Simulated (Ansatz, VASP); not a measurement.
# SrAlPtC6N6 in VASP and in Ansatz

Contents of INCAR:

```
PREC = Accurate ; ENCUT = 600
EDIFF = 1E-6 ; ISMEAR = 0
SIGMA = 0.1 ; LREAL = Auto
LASPH = T ; NELM = 120
ALGO = Normal ; ISIF = 2
LWAVE = F ; LCHARG = T
GGA = PE ; LELF = T
LVHAR = T ; NBANDS = 56
GGA_COMPAT = F
```

The input KPOINTS:

```
Automatic mesh
0
Gamma
  4 4 4
```

File POSCAR:

```
SrAlPtC6N6
1.0
    0.0000000000      5.0495000000      5.0495000000
    5.0495000000      0.0000000000      5.0495000000
    5.0495000000      5.0495000000      0.0000000000
Sr Al Pt C N
1 1 1 6 6
Direct
    0.7500000000      0.7500000000      0.7500000000
    0.5000000000      0.5000000000      0.5000000000
    0.0000000000      0.0000000000      0.0000000000
    0.8101792300      0.1898207700      0.1898207700
    0.1898207700      0.1898207700      0.8101792300
    0.8101792300      0.1898207700      0.8101792300
    0.1898207700      0.8101792300      0.8101792300
    0.8101792300      0.8101792300      0.1898207700
    0.1898207700      0.8101792300      0.1898207700
    0.6943261700      0.3056738300      0.3056738300
    0.3056738300      0.3056738300      0.6943261700
    0.6943261700      0.3056738300      0.6943261700
    0.3056738300      0.6943261700      0.6943261700
    0.6943261700      0.6943261700      0.3056738300
    0.3056738300      0.6943261700      0.3056738300
```

Input for Ansatz:

```yaml
crystal:
  lattice:
    - [0.0, 5.0495, 5.0495]
    - [5.0495, 0.0, 5.0495]
    - [5.0495, 5.0495, 0.0]
  atoms:
    - { symbol: Sr, position: [0.75, 0.75, 0.75] }
    - { symbol: Al, position: [0.5, 0.5, 0.5] }
    - { symbol: Pt, position: [0.0, 0.0, 0.0] }
    - { symbol: C, position: [0.81017923, 0.18982077, 0.18982077] }
    - { symbol: C, position: [0.18982077, 0.18982077, 0.81017923] }
    - { symbol: C, position: [0.81017923, 0.18982077, 0.81017923] }
    - { symbol: C, position: [0.18982077, 0.81017923, 0.81017923] }
    - { symbol: C, position: [0.81017923, 0.81017923, 0.18982077] }
    - { symbol: C, position: [0.18982077, 0.81017923, 0.18982077] }
    - { symbol: "N", position: [0.69432617, 0.30567383, 0.30567383] }
    - { symbol: "N", position: [0.30567383, 0.30567383, 0.69432617] }
    - { symbol: "N", position: [0.69432617, 0.30567383, 0.69432617] }
    - { symbol: "N", position: [0.30567383, 0.69432617, 0.69432617] }
    - { symbol: "N", position: [0.69432617, 0.69432617, 0.30567383] }
    - { symbol: "N", position: [0.30567383, 0.69432617, 0.30567383] }
basis:
  ecutwfc: 420
kpoints:
  mp_grid: { grid: [4, 4, 4] }
hamiltonian:
  xc: pbe
scf:
  occupations: { method: gaussian, width: 0.1 }
  lower_state_search: "off"
output:
  forces: true
  stress: true
  eigenvalues: true
```

Alike in both runs: task single point; functional PBE; k mesh 4 × 4 × 4; occupations gaussian, width 0.1 eV; no spin polarisation.

```csv
,VASP,Ansatz
version,VASP 6.6.1,Ansatz 0.2.0
potentials or method,"VASP PAW PBE potentials, release 64 (Sr_sv, Al, Pt_sv_GW, C, N), cutoff 600 eV","scalar-relativistic, plane waves, PAW"
valence electrons in the cell,85,85
```

VASP gave:

| Property | Result |
| --- | --- |
| gap on the k mesh at the Fermi level (eV) | none |
| pressure (GPa) | 8.7 |
| rms of the force components (eV/Å) | 0.877 |

Problem. Which values does Ansatz return?

Solution. gap on the k mesh at the Fermi level (eV): none; pressure (GPa): 8.5; rms of the force components (eV/Å): 0.811.

Atom by atom the forces differ by 0.185 eV/Å (rms over components). A gap of «none» marks a metal or a gap that the smearing closes.

Neither program's run includes spin-orbit coupling. Noted on VASP's run: the standard files for N, O and F lose accuracy on very short bonds.
